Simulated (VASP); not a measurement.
A run of VASP 6.6.1:

Contents of INCAR:

```
PREC = Accurate ; ENCUT = 750
EDIFF = 1E-6 ; ISMEAR = 0
SIGMA = 0.05 ; LREAL = False
LASPH = True ; NELM = 120
ALGO = Normal ; ISIF = 2
LWAVE = False ; LCHARG = False
GGA = PE ; NBANDS = 9
GGA_COMPAT = False
```

The input KPOINTS:

```
Automatic mesh
0
Gamma
  10 10 10
```

Contents of POSCAR:

```
LiH
1.0
    0.0000000000      2.0934750000      2.0325000000
    2.0325000000      0.0000000000      2.0325000000
    2.0325000000      2.0934750000      0.0000000000
Li H
1 1
Direct
    0.0000000000      0.0000000000      0.0000000000
    0.5000000000      0.5000000000      0.5000000000
```

Potentials or basis: VASP PAW PBE potentials, release 64 (Li_sv, H).

Launch:

```bash
$ cat potpaw_PBE.64/Li_sv/POTCAR potpaw_PBE.64/H/POTCAR > POTCAR
$ mpirun -np 1 vasp_std > vasp.out
```

Hardware: 1 thread of AMD EPYC 7R13 (shared host).

How long does it take, and how much memory?

It took 40 s on 1 thread of AMD EPYC 7R13 (shared host), peak memory 0.13 GiB. Counts: scf iterations 11, k points 102.
